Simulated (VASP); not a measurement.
A run of VASP 6.6.1:

INCAR

```
SYSTEM = AlGa3N4
PREC = Accurate
ENCUT = 520
EDIFF = 1E-6
ISMEAR = 0
SIGMA = 0.05
LREAL = .False.
LASPH = .True.
NELM = 60
ALGO = Normal
ISIF = 2
LWAVE = .False.
LCHARG = .True.
GGA = CA
LELF = .True.
LVHAR = .True.
NBANDS = 41
```

File KPOINTS:

```
Automatic mesh
0
Gamma
  6 6 6
  0 0 0
```

Contents of POSCAR:

```
AlGa3N4
1.0
    4.4710196873      0.0515716627      0.0515716627
    0.0515716627      4.4710196873      0.0515716627
    0.0515716627      0.0515716627      4.4710196873
Al Ga N
1 3 4
Direct
    0.0000000000      0.0000000000      0.0000000000
    0.5000000000      0.5000000000      0.0000000000
    0.5000000000      0.0000000000      0.5000000000
    0.0000000000      0.5000000000      0.5000000000
    0.7548078379      0.7548078379      0.2451921621
    0.7548078379      0.2451921621      0.7548078379
    0.2451921621      0.7548078379      0.7548078379
    0.2451921621      0.2451921621      0.2451921621
```

Potentials or basis: VASP PAW LDA potentials, release 64 (Al, Ga_d, N).

Run with:

```sh
$ cat potpaw_LDA.64/Al/POTCAR potpaw_LDA.64/Ga_d/POTCAR potpaw_LDA.64/N/POTCAR > POTCAR
$ mpirun -np 1 vasp_std > vasp.out
```

Hardware: 1 thread of Intel Xeon 8259CL, with other jobs on the host.

Question: How long does it take, and how much memory?

Answer: It took 3.3 min on 1 thread of Intel Xeon 8259CL, with other jobs on the host, peak memory 0.23 GiB. Counts: scf iterations 14, k points 32.
